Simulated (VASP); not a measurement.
# PbO (Pm) in VASP: single point with PBE

Aim: the single point of PbO with PBE.

Program: VASP 6.6.1. These are calculated values, not measurements. Logs are shortened: lines on timing, memory, paths and dates and some standing lists are left out, and cuts for length are marked.

### 1 The cell of the first run

The structure is monoclinic, space group Pm (No. 6). Conventional cell: a = 3.974 Å, b = 3.974 Å, c = 5.022 Å, α = 90.00°, β = 90.00°, γ = 90.00°. Within 3.1 Å of Pb (site symmetry m) lie 4 O at 2.31 to 2.32 Å. Within 2.9 Å of Pb (site symmetry m) lie 4 O at 2.18 to 2.44 Å. Within 2.9 Å of O (site symmetry m) lie 4 Pb at 2.18 to 2.44 Å and 2 O at 2.71 Å. O (site symmetry m) has 4 Pb at 2.31 Å and 4 O at 2.71 to 2.92 Å within 3.1 Å.

### 2 Single point, PBE (one atom moved)

Contents of INCAR:

```
PREC = Accurate
ENCUT = 520
EDIFF = 1E-6
ISMEAR = 0
SIGMA = 0.02
LREAL = False
LASPH = True
NELM = 60
ALGO = Normal
ISIF = 2
LWAVE = False
LCHARG = False
GGA = PE
NBANDS = 28
```

Contents of KPOINTS:

```
Automatic mesh
0
Gamma
  8 8 6
```

Contents of POSCAR:

```
PbO
1.0
    3.9744000000      0.0000000000      0.0000000000
    0.0000000000      3.9744000000      0.0000000000
    0.0000000000      0.0000000000      5.0220000000
Pb O
2 2
Direct
    0.0000000000      0.5000000000      0.2351000000
    0.5000000000      0.0000000000      0.7649000000
    0.0377415459      0.0000000000      0.0000000000
    0.5000000000      0.5000000000      0.0000000000
```

Potentials or basis: VASP PAW PBE potentials, release 64 (Pb_d, O).

Command:

```bash
cat potpaw_PBE.64/Pb_d/POTCAR potpaw_PBE.64/O/POTCAR > POTCAR
mpirun -np 1 vasp_std > vasp.out
```

OUTCAR:

```text
PREC = Accurate
   ENCUT = 520
   EDIFF = 1E-6
   ISMEAR = 0
   LREAL = False
   LASPH = True
   NELM = 60
   ISIF = 2
   GGA = PE

 ion  position               nearest neighbor table
   1  0.000  0.500  0.235-   4 2.31   4 2.31   3 2.32   3 2.32   2 3.67   2 3.67   2 3.67   2 3.67
                             2 3.87   2 3.87   2 3.87   2 3.87
   2  0.500  0.000  0.765-   3 2.18   4 2.31   4 2.31   3 2.44   1 3.67   1 3.67   1 3.67   1 3.67
                             1 3.87   1 3.87   1 3.87   1 3.87
   3  0.038  0.000  0.000-   2 2.18   1 2.32   1 2.32   2 2.44
   4  0.500  0.500  0.000-   1 2.31   2 2.31   2 2.31   1 2.31

  LATTYP: Found a simple tetragonal cell.
 ALAT       =     3.9744000000
 C/A-ratio  =     1.2635869565

  Lattice vectors:

 A1 = (   3.9744000000,   0.0000000000,   0.0000000000)
 A2 = (   0.0000000000,   3.9744000000,   0.0000000000)
 A3 = (   0.0000000000,   0.0000000000,   5.0220000000)

Analysis of symmetry for initial positions (statically):
=====================================================================
 Subroutine PRICEL returns:
 Original cell was already a primitive cell.

 Routine SETGRP: Setting up the symmetry group for a
 simple tetragonal supercell.

 Subroutine GETGRP returns: Found  2 space group operations
 (whereof  2 operations were pure point group operations)
 out of a pool of 16 trial point group operations.

The static configuration has the point symmetry C_1h.

Analysis of symmetry for dynamics (positions and initial velocities):
=====================================================================
 Subroutine PRICEL returns:
 Original cell was already a primitive cell.

 Routine SETGRP: Setting up the symmetry group for a
 simple tetragonal supercell.

 Subroutine GETGRP returns: Found  2 space group operations
 (whereof  2 operations were pure point group operations)
 out of a pool of 16 trial point group operations.

The dynamic configuration has the point symmetry C_1h.

 Subroutine INISYM returns: Found  2 space group operations
 (whereof  2 operations are pure point group operations),
 and found     1 'primitive' translations

----------------------------------------------------------------------------------------

                                     Primitive cell

  volume of cell :      79.3268

[... 91 lines left out ...]
   NELM   =     60;   NELMIN=  2; NELMDL= -5     # of ELM steps
   EDIFF  = 0.1E-05   stopping-criterion for ELM
   LREAL  =      F    real-space projection
   EDIFFG = 0.1E-04   stopping-criterion for IOM
   NSW    =      0    number of steps for IOM
   IBRION =     -1    ionic relax: 0-MD 1-quasi-New 2-CG
   NFREE  =      0    steps in history (QN), initial steepest desc. (CG)
   ISIF   =      2    stress and relaxation
   ISYM   =      2    0-nonsym 1-usesym 2-fastsym
   POTIM  = 0.5000    time-step for ionic-motion
   TEBEG  =    0.0;   TEEND  =   0.0 temperature during run
   PSTRESS=    0.0 pullay stress
   NELECT =      40.0000    total number of electrons
   NUPDOWN=      -1.0000    fix difference up-down
   EMIN   =  10.00;   EMAX   =-10.00  energy-range for DOS
   EFERMI =   0.00;   METHOD = LEGACY
   ISMEAR =     0;   SIGMA  =   0.02  broadening in eV -4-tet -1-fermi 0-gaus
   EFERMI_NEDOS =   21; number of points for ismear=-14 and -15
   IALGO  =     38    algorithm
   IMIX   =      4    mixing-type and parameters
     AMIX     =   0.40;   BMIX     =  1.00
     AMIX_MAG =   1.60;   BMIX_MAG =  1.00
  volume/ion in A,a.u.               =      19.83       133.83
  Fermi-wavevector in a.u.,A,eV,Ry     =   1.303031  2.462372 23.101207  1.697891
  Thomas-Fermi vector in A             =   2.434060
   LORBIT       =      0    0 simple, 1 ext, 2 COOP (PROOUT), +10 PAW based schemes
   GGA     = PE    functional components
   LHFCALC =     F    Hartree Fock is set to
   AEXX    =    0.0000 exact exchange contribution
   IVDW    =     0    specifies the selected vdW correction
   LEPSILON=     F    determine dielectric tensor
   LRPA    =     F    only Hartree local field effects (RPA)
 non-spin polarized calculation
 Gauss-broadening in eV      SIGMA  =   0.02
  energy-cutoff  :      520.00
  volume of cell :       79.33
 maximum number of plane-waves:      2171
 NGX is ok and might be reduce to    30
   NGX = 15   NGY = 15   NGZ = 19

 number of electron      39.9999999 magnetization

 Free energy of the ion-electron system (eV)
  ---------------------------------------------------
  ext. energy  EPLUGINS =         0.00000000
  ---------------------------------------------------
  free energy    TOTEN  =       -21.32615714 eV

  energy without entropy =      -21.32615714  energy(sigma->0) =      -21.32615714

 E-fermi :   5.2547     XC(G=0):  -9.8358

 val. band max:        5.1738866383   @ k =   0.1250   0.0000   0.0000
 cond. band min:       6.4165359628   @ k =   0.5000   0.5000   0.0000
 fundamental gap:      1.2426493244
 Fermi energy:         5.2547227284

 k-point     1 :       0.0000    0.0000    0.0000
  band No.  band energies     occupation
      1     -13.3386      2.00000
      2     -12.7594      2.00000
      3     -10.8582      2.00000
      4     -10.8500      2.00000
      5     -10.7945      2.00000
      6     -10.7805      2.00000
[... 733 lines left out ...]
     27      13.5460      0.00000
     28      13.6289      0.00000

 [... further k-points ...]

------------------------ aborting loop because EDIFF is reached ----------------------------------------

  FORCE on cell =-STRESS in cart. coord.  units (eV):
  Direction    XX          YY          ZZ          XY          YZ          ZX
  --------------------------------------------------------------------------------------
  -------------------------------------------------------------------------------------
  Total        3.1543762      2.7241664      2.3099984      0.0000000      0.0000000     -0.7714692
  in kB       63.7095026     55.0204782     46.6554523      0.0000000      0.0000000    -15.5815027
  external PRESSURE =      55.1284777 kB  Pullay stress =       0.0000000 kB

 VOLUME and BASIS-vectors are now :
 -----------------------------------------------------------------------------
  energy-cutoff  :      520.00
  volume of cell :       79.33
      direct lattice vectors                 reciprocal lattice vectors
     3.974400000  0.000000000  0.000000000     0.251610306  0.000000000  0.000000000
     0.000000000  3.974400000  0.000000000     0.000000000  0.251610306  0.000000000
     0.000000000  0.000000000  5.022000000     0.000000000  0.000000000  0.199123855

 POSITION                                       TOTAL-FORCE (eV/Angst)
 -----------------------------------------------------------------------------------
      0.00000      1.98720      1.18067         0.060433      0.000000      0.458739
      1.98720      0.00000      3.84133         0.612381      0.000000     -0.686229
      0.15000      0.00000      0.00000        -1.161037      0.000000      0.245513
      1.98720      1.98720      0.00000         0.488224      0.000000     -0.018024
 -----------------------------------------------------------------------------------
    total drift:                                0.000219      0.000000     -0.000063

  FREE ENERGIE OF THE ION-ELECTRON SYSTEM (eV)
  ---------------------------------------------------
  free  energy   TOTEN  =       -21.3261571382 eV

  energy  without entropy=      -21.3261571382  energy(sigma->0) =      -21.32615714
```

OSZICAR:

```text
N       E                     dE             d eps       ncg     rms          rms(c)
DAV:   1     0.464640044831E+03    0.46464E+03   -0.19560E+04  7288   0.169E+03
DAV:   2     0.351699310397E+02   -0.42947E+03   -0.41185E+03  7448   0.450E+02
DAV:   3    -0.233353924203E+02   -0.58505E+02   -0.57109E+02  9240   0.182E+02
DAV:   4    -0.259034457396E+02   -0.25681E+01   -0.25594E+01  8528   0.399E+01
DAV:   5    -0.259807028146E+02   -0.77257E-01   -0.77250E-01  8400   0.745E+00    0.124E+01
DAV:   6    -0.214918516787E+02    0.44889E+01   -0.24382E+01 10768   0.401E+01    0.526E+00
DAV:   7    -0.213540538998E+02    0.13780E+00   -0.28110E+00  8780   0.119E+01    0.248E+00
DAV:   8    -0.213352246969E+02    0.18829E-01   -0.49341E-01  8164   0.474E+00    0.793E-01
DAV:   9    -0.213250185198E+02    0.10206E-01   -0.61148E-02 11828   0.207E+00    0.261E-01
DAV:  10    -0.213258040445E+02   -0.78552E-03   -0.89700E-03  8472   0.597E-01    0.109E-01
DAV:  11    -0.213262053095E+02   -0.40127E-03   -0.93508E-04  8136   0.207E-01    0.445E-02
DAV:  12    -0.213261681123E+02    0.37197E-04   -0.31381E-04 11448   0.154E-01    0.325E-02
DAV:  13    -0.213261581132E+02    0.99991E-05   -0.57819E-05 10188   0.739E-02    0.110E-02
DAV:  14    -0.213261577872E+02    0.32598E-06   -0.17339E-05  9032   0.260E-02    0.498E-03
DAV:  15    -0.213261571382E+02    0.64904E-06   -0.18251E-06  5604   0.144E-02
   1 F= -.21326157E+02 E0= -.21326157E+02  d E =-.553791E-11
```

stdout:

```text
POSCAR found type information on POSCAR PbO
 POSCAR found :  2 types and       4 ions
 scaLAPACK will be used
 LDA part: xc-table for (Slater+PW92), standard interpolation
 POSCAR, INCAR and KPOINTS ok, starting setup
 FFT: planning ... GRIDC
 FFT: planning ... GRID_SOFT
 FFT: planning ... GRID
 WAVECAR not read
 entering main loop
```

Wall time 2.1 min (1 thread of Intel Xeon 6975P-C (Granite Rapids), shared host); peak memory 0.35 GiB.

Results:

- Free energy: -21.3262 eV
- Pressure: 5.5 GPa
- Largest force: 1.187 eV/Å
- Band gap on the k mesh: 1.24 eV, indirect (least direct gap 2.30 eV)

Forces on the atoms (eV/Å):
```
Pb   0.060  0.000  0.459
Pb   0.612  0.000 -0.686
O   -1.161  0.000  0.246
O    0.488  0.000 -0.018
```

Caveat: the cell differs from its parent crystal (one atom moved); spin-orbit coupling is left out, which moves the levels of the heavy elements; forces of over 1 eV/Å act on the atoms, so gaps and moduli don't describe the material at rest.
